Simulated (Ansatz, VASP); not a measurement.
**Re: VASP beside Ansatz**

```
CELL_PARAMETERS angstrom
2.77687 0.00000 0.00000
-1.38844 2.40484 0.00000
0.00000 0.00000 4.47881
ATOMIC_POSITIONS crystal
Re 0.33333 0.66667 0.25000
Re 0.66667 0.33333 0.75000
```

Alike in both runs: task single point; functional PBE; k mesh 13 × 13 × 7; no spin polarisation.

|  | VASP | Ansatz |
| --- | --- | --- |
| version | VASP 6.6.1 | Ansatz 0.2.0 |
| potentials or method | VASP PAW PBE potentials, release 64 (Re), cutoff 520 eV | plane waves (420 eV) with PAW, scalar-relativistic |
| occupations | methfessel-paxton of order 1, width 1 eV | cold, width 1 eV |
| valence electrons in the cell | 14 | 30 |

```tsv
	VASP	Ansatz	Ansatz less VASP
pressure (GPa)	-0.8	-1.0	-0.18
traceless stress, the component that is largest in VASP (GPa)	-0.72	0.10	+0.819
```

VASP's potentials hold 14 valence electrons a cell and Ansatz's 30, so a difference there can come from the potentials and not from the codes.

Neither program's run includes spin-orbit coupling.
